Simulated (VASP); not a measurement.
# Ba (P6_3/mmc) in VASP: a series of runs

The runs below take Ba through single point, with PBE.

Everything below comes from runs of VASP 6.6.1. Logs are shortened: lines on timing, memory, paths and dates and some standing lists are left out, and cuts for length are marked.

**1. The cell of the first run**

The structure is hexagonal, space group P6_3/mmc (No. 194). The conventional cell has a = 4.233 Å, b = 4.233 Å, c = 6.911 Å, α = 90.00°, β = 90.00°, γ = 120.00°. Within 5.6 Å of Ba (site symmetry -6m2) lie 12 Ba at 4.23 Å.

**2. Single point, PBE**

INCAR

```
PREC = Accurate
ENCUT = 520
EDIFF = 1E-6
ISMEAR = -1
SIGMA = 0.1
LREAL = F
LASPH = T
NELM = 100
ALGO = Normal
ISIF = 2
LWAVE = F
LCHARG = F
GGA = PE
NBANDS = 17
```

KPOINTS

```
regular mesh
0
Gamma
  10 10 6
```

POSCAR

```
Ba
1.0
    4.2328990452      0.0000000000      0.0000000000
   -2.1164495226      3.6657981048      0.0000000000
    0.0000000000      0.0000000000      6.9113824357
Ba
2
Direct
    0.3333333333      0.6666666667      0.2500000000
    0.6666666667      0.3333333333      0.7500000000
```

Potentials or basis: VASP PAW PBE potentials, release 64 (Ba_sv).

Launch:

```sh
cat potpaw_PBE.64/Ba_sv/POTCAR > POTCAR
mpirun -np 1 vasp_std > vasp.out
```

OUTCAR:

```text
PREC = Accurate
   ENCUT = 520
   EDIFF = 1E-6
   ISMEAR = -1
   LREAL = F
   LASPH = T
   NELM = 100
   ISIF = 2
   GGA = PE

 ion  position               nearest neighbor table
   1  0.333  0.667  0.250-   2 4.23   2 4.23   2 4.23   2 4.23   2 4.23   2 4.23
   2  0.667  0.333  0.750-   1 4.23   1 4.23   1 4.23   1 4.23   1 4.23   1 4.23

  LATTYP: Found a hexagonal cell.
 ALAT       =     4.2328990452
 C/A-ratio  =     1.6327775272

  Lattice vectors:

 A1 = (   4.2328990452,   0.0000000000,   0.0000000000)
 A2 = (  -2.1164495226,   3.6657981048,   0.0000000000)
 A3 = (   0.0000000000,   0.0000000000,   6.9113824357)

Analysis of symmetry for initial positions (statically):
=====================================================================
 Subroutine PRICEL returns:
 Original cell was already a primitive cell.

 Routine SETGRP: Setting up the symmetry group for a
 hexagonal supercell.

 Subroutine GETGRP returns: Found 24 space group operations
 (whereof 12 operations were pure point group operations)
 out of a pool of 24 trial point group operations.

The static configuration has the point symmetry D_3d.
 The point group associated with its full space group is D_6h.

Analysis of symmetry for dynamics (positions and initial velocities):
=====================================================================
 Subroutine PRICEL returns:
 Original cell was already a primitive cell.

 Routine SETGRP: Setting up the symmetry group for a
 hexagonal supercell.

 Subroutine GETGRP returns: Found 24 space group operations
 (whereof 12 operations were pure point group operations)
 out of a pool of 24 trial point group operations.

The dynamic configuration has the point symmetry D_3d.
 The point group associated with its full space group is D_6h.

 Subroutine INISYM returns: Found 24 space group operations
 (whereof 12 operations are pure point group operations),
 and found     1 'primitive' translations

----------------------------------------------------------------------------------------

                                     Primitive cell

  volume of cell :     107.2436

  direct lattice vectors                    reciprocal lattice vectors
     4.232899045  0.000000000  0.000000000     0.236244708  0.136395946  0.000000000
    -2.116449523  3.665798105  0.000000000     0.000000000  0.272791892  0.000000000
     0.000000000  0.000000000  6.911382436     0.000000000  0.000000000  0.144688853

  length of vectors
     4.232899045  4.232899045  6.911382436     0.272791892  0.272791892  0.144688853

  position of ions in fractional coordinates (direct lattice)
     0.333333333  0.666666667  0.250000000
     0.666666667  0.333333333  0.750000000

  ion indices of the primitive-cell ions
   primitive index   ion index
                 1           1
                 2           2

----------------------------------------------------------------------------------------

 KPOINTS: regular mesh

Automatic generation of k-mesh.
 Grid dimensions read from file:
 generate k-points for:   10   10    6

 Generating k-lattice:

  Cartesian coordinates                     Fractional coordinates (reciprocal lattice)
     0.023624471  0.013639595  0.000000000     0.100000000  0.000000000  0.000000000
     0.000000000  0.027279189  0.000000000     0.000000000  0.100000000  0.000000000
     0.000000000  0.000000000  0.024114809     0.000000000  0.000000000  0.166666667

  Length of vectors
     0.027279189  0.027279189  0.024114809

  Shift w.r.t. Gamma in fractional coordinates (k-lattice)
     0.000000000  0.000000000  0.000000000

 Subroutine IBZKPT returns following result:
 ===========================================

 Found     56 irreducible k-points:

 Following reciprocal coordinates:
            Coordinates               Weight
  0.000000  0.000000  0.000000      1.000000
  0.100000  0.000000  0.000000      6.000000
  0.200000  0.000000  0.000000      6.000000
  0.300000  0.000000  0.000000      6.000000
  0.400000  0.000000  0.000000      6.000000
  0.500000  0.000000  0.000000      3.000000
[... 16 lines left out ...]
  0.300000  0.100000  0.166667     24.000000
  0.400000  0.100000  0.166667     24.000000
 [... further k-points ...]
   k-points           NKPTS =     56   k-points in BZ     NKDIM =     56   number of bands    NBANDS=     17
   number of dos      NEDOS =    301   number of ions     NIONS =      2
   total plane-waves  NPLWV =  55296
   dimension x,y,z NGX =    32 NGY =   32 NGZ =   54
   dimension x,y,z NGXF=    64 NGYF=   64 NGZF=  108
   ions per type =               2
   NGX,Y,Z   is equivalent  to a cutoff of  12.57, 12.57, 12.99 a.u.
   NGXF,Y,Z  is equivalent  to a cutoff of  25.14, 25.14, 25.98 a.u.
 SYSTEM =  unknown system
   PREC   = accura    normal or accurate (medium, high low for compatibility)
   ISTART =      0    job   : 0-new  1-cont  2-samecut
   ICHARG =      2    charge: 1-file 2-atom 10-const
   ISPIN  =      1    spin polarized calculation?
   LNONCOLLINEAR =      F non collinear calculations
   LSORBIT =      F    spin-orbit coupling
   LASPH  =      T    aspherical Exc in radial PAW
   ENCUT  =  520.0 eV  38.22 Ry    6.18 a.u.   7.87  7.87 12.85*2*pi/ulx,y,z
   NELM   =    100;   NELMIN=  2; NELMDL= -5     # of ELM steps
   EDIFF  = 0.1E-05   stopping-criterion for ELM
   LREAL  =      F    real-space projection
   EDIFFG = 0.1E-04   stopping-criterion for IOM
   NSW    =      0    number of steps for IOM
   IBRION =     -1    ionic relax: 0-MD 1-quasi-New 2-CG
   NFREE  =      0    steps in history (QN), initial steepest desc. (CG)
   ISIF   =      2    stress and relaxation
   ISYM   =      2    0-nonsym 1-usesym 2-fastsym
   POTIM  = 0.5000    time-step for ionic-motion
   TEBEG  =    0.0;   TEEND  =   0.0 temperature during run
   PSTRESS=    0.0 pullay stress
   NELECT =      20.0000    total number of electrons
   NUPDOWN=      -1.0000    fix difference up-down
   EMIN   =  10.00;   EMAX   =-10.00  energy-range for DOS
   EFERMI =   0.00;   METHOD = LEGACY
   ISMEAR =    -1;   SIGMA  =   0.10  broadening in eV -4-tet -1-fermi 0-gaus
   EFERMI_NEDOS =   21; number of points for ismear=-14 and -15
   IALGO  =     38    algorithm
   IMIX   =      4    mixing-type and parameters
     AMIX     =   0.40;   BMIX     =  1.00
     AMIX_MAG =   1.60;   BMIX_MAG =  1.00
  volume/ion in A,a.u.               =      53.62       361.86
  Fermi-wavevector in a.u.,A,eV,Ry     =   0.935322  1.767502 11.902741  0.874827
  Thomas-Fermi vector in A             =   2.062217
   LORBIT       =      0    0 simple, 1 ext, 2 COOP (PROOUT), +10 PAW based schemes
   GGA     = PE    functional components
   LHFCALC =     F    Hartree Fock is set to
   AEXX    =    0.0000 exact exchange contribution
   IVDW    =     0    specifies the selected vdW correction
   LEPSILON=     F    determine dielectric tensor
   LRPA    =     F    only Hartree local field effects (RPA)
 non-spin polarized calculation
  energy-cutoff  :      520.00
  volume of cell :      107.24
 maximum number of plane-waves:      2912
 NGX is ok and might be reduce to    32

 number of electron      20.0000000 magnetization

 Free energy of the ion-electron system (eV)
  ---------------------------------------------------
  ext. energy  EPLUGINS =         0.00000000
  ---------------------------------------------------
  free energy    TOTEN  =        -3.73190328 eV

  energy without entropy =       -3.63117116  energy(sigma->0) =       -3.68153722

 E-fermi :   2.2423     XC(G=0):  -7.9404

 val. band max:        2.2268400898   @ k =   0.3000   0.1000   0.0000
 cond. band min:       2.2614893754   @ k =   0.4000   0.2000   0.1667
 fundamental gap:      0.0346492857
 Fermi energy:         2.2423252441

 k-point     1 :       0.0000    0.0000    0.0000
  band No.  band energies     occupation
      1     -26.3950      2.00000
      2     -26.3140      2.00000
      3     -11.9902      2.00000
      4     -11.3267      2.00000
      5     -11.3267      2.00000
      6     -11.2286      2.00000
[... 9 lines left out ...]
     16       4.6665      0.00000
     17       5.2710      0.00000

 k-point     2 :       0.1000    0.0000    0.0000
  band No.  band energies     occupation
      1     -26.3882      2.00000
      2     -26.3107      2.00000
      3     -11.9664      2.00000
      4     -11.3858      2.00000
      5     -11.3448      2.00000
      6     -11.2900      2.00000
[... 9 lines left out ...]
     16       4.8470      0.00000
     17       4.9648      0.00000

 k-point     3 :       0.2000    0.0000    0.0000
  band No.  band energies     occupation
      1     -26.3699      2.00000
      2     -26.3024      2.00000
      3     -11.8994      2.00000
      4     -11.5388      2.00000
      5     -11.4424      2.00000
      6     -11.3900      2.00000
[... 9 lines left out ...]
     16       4.8844      0.00000
     17       4.9220      0.00000

 k-point     4 :       0.3000    0.0000    0.0000
  band No.  band energies     occupation
      1     -26.3457      2.00000
      2     -26.2933      2.00000
      3     -11.8032      2.00000
      4     -11.7240      2.00000
      5     -11.6169      2.00000
      6     -11.4427      2.00000
[... 9 lines left out ...]
     16       5.6135      0.00000
     17       5.7520      0.00000
[... 343 lines left out ...]
      1     -26.3505      2.00000
      2     -26.3001      2.00000
      3     -11.8321      2.00000
      4     -11.6178      2.00000
      5     -11.5762      2.00000
      6     -11.4210      2.00000
[... 9 lines left out ...]
     16       5.1841      0.00000
     17       5.6238      0.00000

 k-point    23 :       0.3000    0.1000    0.1667
  band No.  band energies     occupation
      1     -26.3283      2.00000
      2     -26.2922      2.00000
      3     -11.8440      2.00000
      4     -11.7433      2.00000
      5     -11.6405      2.00000
      6     -11.4813      2.00000
[... 9 lines left out ...]
     16       5.7593      0.00000
     17       6.5257      0.00000

 k-point    24 :       0.4000    0.1000    0.1667
  band No.  band energies     occupation
      1     -26.3124      2.00000
      2     -26.2893      2.00000
      3     -11.9176      2.00000
      4     -11.8091      2.00000
      5     -11.6084      2.00000
      6     -11.5091      2.00000
[... 9 lines left out ...]
     16       6.5437      0.00000
     17       6.8633      0.00000

 [... further k-points ...]

------------------------ aborting loop because EDIFF is reached ----------------------------------------

  FORCE on cell =-STRESS in cart. coord.  units (eV):
  Direction    XX          YY          ZZ          XY          YZ          ZX
  --------------------------------------------------------------------------------------
  -------------------------------------------------------------------------------------
  Total        1.2737344      1.2737344      1.2036010      0.0000000      0.0000000      0.0000000
  in kB       19.0290931     19.0290931     17.9813266      0.0000000      0.0000000      0.0000000
  external PRESSURE =      18.6798376 kB  Pullay stress =       0.0000000 kB

 VOLUME and BASIS-vectors are now :
 -----------------------------------------------------------------------------
  energy-cutoff  :      520.00
  volume of cell :      107.24
      direct lattice vectors                 reciprocal lattice vectors
     4.232899045  0.000000000  0.000000000     0.236244708  0.136395946  0.000000000
    -2.116449523  3.665798105  0.000000000     0.000000000  0.272791892  0.000000000
     0.000000000  0.000000000  6.911382436     0.000000000  0.000000000  0.144688853

 POSITION                                       TOTAL-FORCE (eV/Angst)
 -----------------------------------------------------------------------------------
     -0.00000      2.44387      1.72785         0.000000     -0.000000      0.000000
      2.11645      1.22193      5.18354        -0.000000      0.000000      0.000000
 -----------------------------------------------------------------------------------
    total drift:                                0.000000     -0.000000      0.000000

  FREE ENERGIE OF THE ION-ELECTRON SYSTEM (eV)
  ---------------------------------------------------
  free  energy   TOTEN  =        -3.7319032761 eV

  energy  without entropy=       -3.6311711590  energy(sigma->0) =       -3.68153722
```

It took 28 s on 1 thread of Intel Xeon 6975P-C (Granite Rapids), shared host; peak memory 0.26 GiB.

What came out:

- Free energy: -3.7319 eV
- Pressure: 1.9 GPa
- Band gap on the k mesh: zero (band 10 reaches 2.35 eV, above the bottom of band 11 at 1.92 eV)

Caveat: spin-orbit coupling is left out, which moves the levels of the heavy elements.

**3. Single point, PBE**

INCAR

```
SYSTEM = Ba
PREC = Accurate
ENCUT = 520
EDIFF = 1E-6
ISMEAR = -1
SIGMA = 0.1
LREAL = .FALSE.
LASPH = .TRUE.
NELM = 100
ALGO = Normal
ISIF = 2
LWAVE = .FALSE.
LCHARG = .FALSE.
GGA = PE
NBANDS = 17
```

KPOINTS

```
regular mesh
0
G
  10 10 6
  0 0 0
```

POSCAR is that of step 2.

Potentials or basis: VASP PAW PBE potentials, release 64 (Ba_sv).

Launch:

```sh
cat potpaw_PBE.64/Ba_sv/POTCAR > POTCAR
mpirun -np 1 vasp_std > vasp.out
```

OUTCAR:

```text
SYSTEM = Ba
   PREC = Accurate
   ENCUT = 520
   EDIFF = 1E-6
   ISMEAR = -1
   LREAL = .FALSE.
   LASPH = .TRUE.
   NELM = 100
   ISIF = 2
   GGA = PE

 ion  position               nearest neighbor table
   1  0.333  0.667  0.250-   2 4.23   2 4.23   2 4.23   2 4.23   2 4.23   2 4.23
   2  0.667  0.333  0.750-   1 4.23   1 4.23   1 4.23   1 4.23   1 4.23   1 4.23

  LATTYP: Found a hexagonal cell.
 ALAT       =     4.2328990452
 C/A-ratio  =     1.6327775272

  Lattice vectors:

 A1 = (   4.2328990452,   0.0000000000,   0.0000000000)
 A2 = (  -2.1164495226,   3.6657981048,   0.0000000000)
 A3 = (   0.0000000000,   0.0000000000,   6.9113824357)

Analysis of symmetry for initial positions (statically):
=====================================================================
 Subroutine PRICEL returns:
 Original cell was already a primitive cell.

 Routine SETGRP: Setting up the symmetry group for a
 hexagonal supercell.

 Subroutine GETGRP returns: Found 24 space group operations
 (whereof 12 operations were pure point group operations)
 out of a pool of 24 trial point group operations.

The static configuration has the point symmetry D_3d.
 The point group associated with its full space group is D_6h.

Analysis of symmetry for dynamics (positions and initial velocities):
=====================================================================
 Subroutine PRICEL returns:
 Original cell was already a primitive cell.

 Routine SETGRP: Setting up the symmetry group for a
 hexagonal supercell.

 Subroutine GETGRP returns: Found 24 space group operations
 (whereof 12 operations were pure point group operations)
 out of a pool of 24 trial point group operations.

The dynamic configuration has the point symmetry D_3d.
 The point group associated with its full space group is D_6h.

 Subroutine INISYM returns: Found 24 space group operations
 (whereof 12 operations are pure point group operations),
 and found     1 'primitive' translations

[... 110 lines left out ...]
   EFERMI_NEDOS =   21; number of points for ismear=-14 and -15
   IALGO  =     38    algorithm
   IMIX   =      4    mixing-type and parameters
     AMIX     =   0.40;   BMIX     =  1.00
     AMIX_MAG =   1.60;   BMIX_MAG =  1.00
  volume/ion in A,a.u.               =      53.62       361.86
  Fermi-wavevector in a.u.,A,eV,Ry     =   0.935322  1.767502 11.902741  0.874827
  Thomas-Fermi vector in A             =   2.062217
   LORBIT       =      0    0 simple, 1 ext, 2 COOP (PROOUT), +10 PAW based schemes
   GGA     = PE    functional components
   LHFCALC =     F    Hartree Fock is set to
   AEXX    =    0.0000 exact exchange contribution
   IVDW    =     0    specifies the selected vdW correction
   LEPSILON=     F    determine dielectric tensor
   LRPA    =     F    only Hartree local field effects (RPA)
 non-spin polarized calculation
  energy-cutoff  :      520.00
  volume of cell :      107.24
 maximum number of plane-waves:      2912
 NGX is ok and might be reduce to    32

 number of electron      20.0000000 magnetization

 Free energy of the ion-electron system (eV)
  ---------------------------------------------------
  ext. energy  EPLUGINS =         0.00000000
  ---------------------------------------------------
  free energy    TOTEN  =        -3.73190328 eV

  energy without entropy =       -3.63117116  energy(sigma->0) =       -3.68153722

 E-fermi :   2.2423     XC(G=0):  -7.9404

 val. band max:        2.2268400898   @ k =   0.3000   0.1000   0.0000
 cond. band min:       2.2614893754   @ k =   0.4000   0.2000   0.1667
 fundamental gap:      0.0346492857
 Fermi energy:         2.2423252441

 k-point     1 :       0.0000    0.0000    0.0000
  band No.  band energies     occupation
      1     -26.3950      2.00000
      2     -26.3140      2.00000
      3     -11.9902      2.00000
      4     -11.3267      2.00000
      5     -11.3267      2.00000
      6     -11.2286      2.00000
[... 457 lines left out ...]
      4     -11.8091      2.00000
      5     -11.6084      2.00000
      6     -11.5091      2.00000
[... 9 lines left out ...]
     16       6.5437      0.00000
     17       6.8633      0.00000

 [... further k-points ...]

------------------------ aborting loop because EDIFF is reached ----------------------------------------

  FORCE on cell =-STRESS in cart. coord.  units (eV):
  Direction    XX          YY          ZZ          XY          YZ          ZX
  --------------------------------------------------------------------------------------
  -------------------------------------------------------------------------------------
  Total        1.2737344      1.2737344      1.2036010      0.0000000      0.0000000      0.0000000
  in kB       19.0290931     19.0290931     17.9813266      0.0000000      0.0000000      0.0000000
  external PRESSURE =      18.6798376 kB  Pullay stress =       0.0000000 kB

 VOLUME and BASIS-vectors are now :
 -----------------------------------------------------------------------------
  energy-cutoff  :      520.00
  volume of cell :      107.24
      direct lattice vectors                 reciprocal lattice vectors
     4.232899045  0.000000000  0.000000000     0.236244708  0.136395946  0.000000000
    -2.116449523  3.665798105  0.000000000     0.000000000  0.272791892  0.000000000
     0.000000000  0.000000000  6.911382436     0.000000000  0.000000000  0.144688853

 POSITION                                       TOTAL-FORCE (eV/Angst)
 -----------------------------------------------------------------------------------
     -0.00000      2.44387      1.72785         0.000000     -0.000000      0.000000
      2.11645      1.22193      5.18354        -0.000000      0.000000      0.000000
 -----------------------------------------------------------------------------------
    total drift:                                0.000000     -0.000000      0.000000

  FREE ENERGIE OF THE ION-ELECTRON SYSTEM (eV)
  ---------------------------------------------------
  free  energy   TOTEN  =        -3.7319032761 eV

  energy  without entropy=       -3.6311711590  energy(sigma->0) =       -3.68153722
```

It took 28 s on 1 thread of Intel Xeon 6975P-C (Granite Rapids), shared host; peak memory 0.26 GiB.

What came out:

```yaml
Free_energy: -3.7319 eV
Pressure: 1.9 GPa
Band_gap_on_the_k_mesh: zero (band 10 reaches 2.35 eV, above the bottom of band 11 at 1.92 eV)
```

Stress tensor (GPa, compression positive):
```
1.90 0.00 0.00
0.00 1.90 0.00
0.00 0.00 1.80
```

Caveat: spin-orbit coupling is left out, which moves the levels of the heavy elements.
